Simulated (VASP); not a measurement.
# TeOs in VASP: single point with PBE

Aim: the single point of TeOs with PBE.

All numbers are computed with VASP 6.6.1; they aren't measurements. Logs are shortened: lines on timing, memory, paths and dates and some standing lists are left out, and cuts for length are marked.

## 1. The cell of the first run

The typed cell holds 4 atoms: a = 4.476 Å, b = 4.476 Å, c = 7.291 Å, α = 90.00°, β = 90.00°, γ = 120.00°.

## 2. Single point, PBE

File POSCAR:

```
TeOs
1.0
    4.4761690000      0.0000000000      0.0000000000
   -2.2380840000      3.8764800000      0.0000000000
    0.0000000000      0.0000000000      7.2910280000
Os Te
2 2
Direct
    0.3333000000      0.6667000000      0.0000000000
    0.6666000000      0.3333000000      0.5000000000
    0.3333000000      0.6667000000      0.3700000000
    0.6666000000      0.3333000000      0.8700000000
```

File INCAR.step1:

```
SYSTEM = TeOs
PREC     = Accurate       ! precision mode
ENCUT    = 520            ! plane-wave cutoff, eV
EDIFF    = 1E-6           ! SCF threshold, eV
ISMEAR   = 1              ! smearing method
SIGMA    = 0.0207         ! smearing width, eV
LREAL    = .FALSE.        ! projectors in reciprocal space
LASPH    = .TRUE.         ! aspherical terms in the spheres
NELM     = 80             ! most SCF steps
ALGO     = Normal         ! electronic algorithm
ISIF     = 2              ! what is computed and relaxed
LWAVE    = .FALSE.        ! write WAVECAR
LCHARG   = .TRUE.         ! write CHGCAR
LMAXMIX  = 4              ! l up to which the mixer works
GGA      = PE             ! functional
NBANDS   = 22             ! bands
```

File KPOINTS.step1:

```
regular mesh
0
G
  7 7 4
  0 0 0
```

File INCAR.step2:

```
SYSTEM = TeOs
PREC     = Accurate       ! precision mode
ENCUT    = 520            ! plane-wave cutoff, eV
EDIFF    = 1E-6           ! SCF threshold, eV
ISMEAR   = -5             ! smearing method
SIGMA    = 0.0207         ! smearing width, eV
LREAL    = .FALSE.        ! projectors in reciprocal space
LASPH    = .TRUE.         ! aspherical terms in the spheres
NELM     = 80             ! most SCF steps
ALGO     = Normal         ! electronic algorithm
ISIF     = 2              ! what is computed and relaxed
LWAVE    = .FALSE.        ! write WAVECAR
LCHARG   = .FALSE.        ! write CHGCAR
LMAXMIX  = 4              ! l up to which the mixer works
GGA      = PE             ! functional
LORBIT   = 10             ! projections on sites
NEDOS    = 1001           ! points of the DOS
ICHARG   = 11             ! starting density
```

File KPOINTS.step2:

```
regular mesh
0
G
  11 11 6
  0 0 0
```

Potentials or basis: VASP PAW PBE potentials, release 64 (Os, Te).

Started as:

```bash
$ cat potpaw_PBE.64/Os/POTCAR potpaw_PBE.64/Te/POTCAR > POTCAR
$ cp INCAR.step1 INCAR
$ cp KPOINTS.step1 KPOINTS
$ mpirun -np 1 vasp_std > vasp.out
$ cp INCAR.step2 INCAR
$ cp KPOINTS.step2 KPOINTS
$ mpirun -np 1 vasp_std > vasp.out
```

OUTCAR:

```text
SYSTEM = TeOs
   PREC = Accurate
   ENCUT = 520
   EDIFF = 1E-6
   ISMEAR = -5
   LREAL = .FALSE.
   LASPH = .TRUE.
   NELM = 80
   ISIF = 2
   GGA = PE
   LORBIT = 10
   ICHARG = 11

 ion  position               nearest neighbor table
   1  0.333  0.667  0.000-   3 2.70   4 2.75   4 2.75   4 2.75
   2  0.667  0.333  0.500-   4 2.70   3 2.75   3 2.75   3 2.75
   3  0.333  0.667  0.370-   1 2.70   2 2.75   2 2.75   2 2.75
   4  0.667  0.333  0.870-   2 2.70   1 2.75   1 2.75   1 2.75

  LATTYP: Found a hexagonal cell.
 ALAT       =     4.4761690000
 C/A-ratio  =     1.6288544959

  Lattice vectors:

 A1 = (   4.4761690000,   0.0000000000,   0.0000000000)
 A2 = (  -2.2380840000,   3.8764800000,   0.0000000000)
 A3 = (   0.0000000000,   0.0000000000,   7.2910280000)

Analysis of symmetry for initial positions (statically):
=====================================================================
 Subroutine PRICEL returns:
 Original cell was already a primitive cell.

 Routine SETGRP: Setting up the symmetry group for a
 hexagonal supercell.

 Subroutine GETGRP returns: Found  4 space group operations
 (whereof  1 operations were pure point group operations)
 out of a pool of 24 trial point group operations.

The static configuration has the point symmetry C_1 .
 The point group associated with its full space group is C_2v.

Analysis of symmetry for dynamics (positions and initial velocities):
=====================================================================
 Subroutine PRICEL returns:
 Original cell was already a primitive cell.

 Routine SETGRP: Setting up the symmetry group for a
 hexagonal supercell.

 Subroutine GETGRP returns: Found  4 space group operations
 (whereof  1 operations were pure point group operations)
 out of a pool of 24 trial point group operations.

The dynamic configuration has the point symmetry C_1 .
 The point group associated with its full space group is C_2v.

 Subroutine INISYM returns: Found  4 space group operations
 (whereof  1 operations are pure point group operations),
 and found     1 'primitive' translations

----------------------------------------------------------------------------------------

                                     Primitive cell

  volume of cell :     126.5123

  direct lattice vectors                    reciprocal lattice vectors
     4.476169000  0.000000000  0.000000000     0.223405327  0.128982966  0.000000000
    -2.238084000  3.876480000  0.000000000     0.000000000  0.257965990  0.000000000
     0.000000000  0.000000000  7.291028000     0.000000000  0.000000000  0.137154870

  length of vectors
     4.476169000  4.476172157  7.291028000     0.257966172  0.257965990  0.137154870

  position of ions in fractional coordinates (direct lattice)
     0.333300000  0.666700000  0.000000000
     0.666600000  0.333300000  0.500000000
     0.333300000  0.666700000  0.370000000
     0.666600000  0.333300000  0.870000000

  ion indices of the primitive-cell ions
   primitive index   ion index
                 1           1
                 2           2
                 3           3
                 4           4

----------------------------------------------------------------------------------------

 KPOINTS: regular mesh

Automatic generation of k-mesh.
 Grid dimensions read from file:
 generate k-points for:   11   11    6

 Generating k-lattice:

  Cartesian coordinates                     Fractional coordinates (reciprocal lattice)
     0.020309575  0.011725724  0.000000000     0.090909091  0.000000000  0.000000000
     0.000000000  0.023451454  0.000000000     0.000000000  0.090909091  0.000000000
     0.000000000  0.000000000  0.022859145     0.000000000  0.000000000  0.166666667

  Length of vectors
     0.023451470  0.023451454  0.022859145

  Shift w.r.t. Gamma in fractional coordinates (k-lattice)
     0.000000000  0.000000000  0.000000000

 TETIRR: Found   1839 inequivalent tetrahedra from     4356

 Subroutine IBZKPT returns following result:
 ===========================================

 Found    144 irreducible k-points:

 Following reciprocal coordinates:
            Coordinates               Weight
  0.000000  0.000000  0.000000      1.000000
  0.090909  0.000000  0.000000      4.000000
  0.000000  0.090909  0.000000      2.000000
  0.181818  0.000000  0.000000      4.000000
  0.000000  0.181818  0.000000      2.000000
  0.272727  0.000000  0.000000      4.000000
[... 16 lines left out ...]
  0.454545  0.090909  0.000000      4.000000
 -0.090909 -0.454545  0.000000      2.000000
 [... further k-points ...]
   k-points           NKPTS =    144   k-points in BZ     NKDIM =    144   number of bands    NBANDS=     18
   number of dos      NEDOS =   1001   number of ions     NIONS =      4
   total plane-waves  NPLWV =  69984
   dimension x,y,z NGX =    36 NGY =   36 NGZ =   54
   dimension x,y,z NGXF=    72 NGYF=   72 NGZF=  108
   ions per type =               2   2
   NGX,Y,Z   is equivalent  to a cutoff of  13.37, 13.37, 12.31 a.u.
   NGXF,Y,Z  is equivalent  to a cutoff of  26.74, 26.74, 24.63 a.u.
 SYSTEM =  TeOs
   PREC   = accura    normal or accurate (medium, high low for compatibility)
   ISTART =      0    job   : 0-new  1-cont  2-samecut
   ICHARG =     11    charge: 1-file 2-atom 10-const
   ISPIN  =      1    spin polarized calculation?
   LNONCOLLINEAR =      F non collinear calculations
   LSORBIT =      F    spin-orbit coupling
   LASPH  =      T    aspherical Exc in radial PAW
   ENCUT  =  520.0 eV  38.22 Ry    6.18 a.u.   8.32  8.32 13.56*2*pi/ulx,y,z
   NELM   =     80;   NELMIN=  2; NELMDL=  0     # of ELM steps
   EDIFF  = 0.1E-05   stopping-criterion for ELM
   LREAL  =      F    real-space projection
   EDIFFG = 0.1E-04   stopping-criterion for IOM
   NSW    =      0    number of steps for IOM
   IBRION =     -1    ionic relax: 0-MD 1-quasi-New 2-CG
   NFREE  =      0    steps in history (QN), initial steepest desc. (CG)
   ISIF   =      2    stress and relaxation
   ISYM   =      2    0-nonsym 1-usesym 2-fastsym
   POTIM  = 0.5000    time-step for ionic-motion
   TEBEG  =    0.0;   TEEND  =   0.0 temperature during run
   PSTRESS=    0.0 pullay stress
   NELECT =      28.0000    total number of electrons
   NUPDOWN=      -1.0000    fix difference up-down
   EMIN   =  10.00;   EMAX   =-10.00  energy-range for DOS
   EFERMI =   0.00;   METHOD = LEGACY
   ISMEAR =    -5;   SIGMA  =   0.02  broadening in eV -4-tet -1-fermi 0-gaus
   EFERMI_NEDOS =   21; number of points for ismear=-14 and -15
   IALGO  =     38    algorithm
   IMIX   =      4    mixing-type and parameters
     AMIX     =   0.40;   BMIX     =  1.00
     AMIX_MAG =   1.60;   BMIX_MAG =  1.00
  volume/ion in A,a.u.               =      31.63       213.44
  Fermi-wavevector in a.u.,A,eV,Ry     =   0.990262  1.871323 13.342117  0.980618
  Thomas-Fermi vector in A             =   2.121919
   LORBIT       =     10    0 simple, 1 ext, 2 COOP (PROOUT), +10 PAW based schemes
   GGA     = PE    functional components
   LHFCALC =     F    Hartree Fock is set to
   AEXX    =    0.0000 exact exchange contribution
   IVDW    =     0    specifies the selected vdW correction
   LEPSILON=     F    determine dielectric tensor
   LRPA    =     F    only Hartree local field effects (RPA)
 non-spin polarized calculation
 Fermi weights with tetrahedron method with Bloechl corrections
  energy-cutoff  :      520.00
  volume of cell :      126.51
 maximum number of plane-waves:      3432
 NGX is ok and might be reduce to    36

 number of electron      28.0000000 magnetization

 Free energy of the ion-electron system (eV)
  ---------------------------------------------------
  ext. energy  EPLUGINS =         0.00000000
  ---------------------------------------------------
  free energy    TOTEN  =       -23.96169103 eV

  energy without entropy =      -23.96169103  energy(sigma->0) =      -23.96169103

 E-fermi :   3.9912     XC(G=0):  -9.2057

 val. band max:        4.0842236550   @ k =  -0.2727   0.1818   0.5000
 cond. band min:       3.9375100859   @ k =   0.0000   0.2727   0.5000
 fundamental gap:     -0.1467135691
 Fermi energy:         3.9911978847

 k-point     1 :       0.0000    0.0000    0.0000
  band No.  band energies     occupation
      1      -8.2835      2.00000
      2      -7.6275      2.00000
      3      -0.9605      2.00000
      4       0.2039      2.00000
      5       0.3025      2.00000
      6       0.3030      2.00000
[... 10 lines left out ...]
     17       6.6715      0.00000
     18       6.7300      0.00000

 k-point     2 :       0.0909    0.0000    0.0000
  band No.  band energies     occupation
      1      -8.2443      2.00000
      2      -7.6068      2.00000
      3      -0.9197      2.00000
      4       0.1910      2.00000
      5       0.2328      2.00000
      6       0.3200      2.00000
[... 10 lines left out ...]
     17       6.6325      0.00000
     18       6.9349      0.00000

 k-point     3 :       0.0000    0.0909    0.0000
  band No.  band energies     occupation
      1      -8.2443      2.00000
      2      -7.6068      2.00000
      3      -0.9197      2.00000
      4       0.1907      2.00000
      5       0.2328      2.00000
      6       0.3204      2.00000
[... 412 lines left out ...]
 k-point    23 :       0.4545    0.0909    0.0000
  band No.  band energies     occupation
      1      -7.6486      2.00000
      2      -7.4320      2.00000
      3      -0.9036      2.00000
      4      -0.6275      2.00000
      5       0.3266      2.00000
      6       0.3403      2.00000
[... 10 lines left out ...]
     17       4.9627      0.00000
     18       5.4007      0.00000

 k-point    24 :      -0.0909   -0.4545    0.0000
  band No.  band energies     occupation
      1      -7.6484      2.00000
      2      -7.4320      2.00000
      3      -0.9035      2.00000
      4      -0.6280      2.00000
      5       0.3266      2.00000
      6       0.3406      2.00000
[... 10 lines left out ...]
     17       4.9623      0.00000
     18       5.4002      0.00000

 [... further k-points ...]

------------------------ aborting loop because EDIFF is reached ----------------------------------------

  FORCE on cell =-STRESS in cart. coord.  units (eV):
  Direction    XX          YY          ZZ          XY          YZ          ZX
  --------------------------------------------------------------------------------------
  -------------------------------------------------------------------------------------
  Total      -11.1153794    -11.1133074     -9.8879531     -0.0000014      0.0000000      0.0000000
  in kB     -140.7673991   -140.7411579   -125.2230252     -0.0000182      0.0000000      0.0000000
  external PRESSURE =    -135.5771940 kB  Pullay stress =       0.0000000 kB

 VOLUME and BASIS-vectors are now :
 -----------------------------------------------------------------------------
  energy-cutoff  :      520.00
  volume of cell :      126.51
      direct lattice vectors                 reciprocal lattice vectors
     4.476169000  0.000000000  0.000000000     0.223405327  0.128982966  0.000000000
    -2.238084000  3.876480000  0.000000000     0.000000000  0.257965990  0.000000000
     0.000000000  0.000000000  7.291028000     0.000000000  0.000000000  0.137154870

 POSITION                                       TOTAL-FORCE (eV/Angst)
 -----------------------------------------------------------------------------------
     -0.00022      2.58445      0.00000        -0.000000     -0.001031     -0.255848
      2.23786      1.29203      3.64551         0.000000      0.001031     -0.255848
     -0.00022      2.58445      2.69768        -0.000000     -0.001026      0.255848
      2.23786      1.29203      6.34319         0.000000      0.001026      0.255848
 -----------------------------------------------------------------------------------
    total drift:                               -0.000000     -0.000000      0.005123

  FREE ENERGIE OF THE ION-ELECTRON SYSTEM (eV)
  ---------------------------------------------------
  free  energy   TOTEN  =       -23.9616910335 eV

  energy  without entropy=      -23.9616910335  energy(sigma->0) =      -23.96169103

 total charge

# of ion       s       p       d       tot
------------------------------------------
    1        0.511   0.270   6.053   6.834
    2        0.511   0.270   6.053   6.834
    3        1.339   1.837   0.101   3.277
    4        1.339   1.837   0.101   3.277
--------------------------------------------------
tot          3.700   4.214  12.308  20.222
```

Wall time 4.3 min (1 thread of Intel Xeon Platinum 8259CL at 2.50GHz (Skylake/Cascade Lake), shared host); peak memory 0.48 GiB.

What came out:

```
Valence electrons inside the program's atomic spheres : Os 6.83; Te 3.28
```

Caveat: spin-orbit coupling is left out, which moves the levels of the heavy elements; tetrahedron occupations give inexact forces and stress in metals.
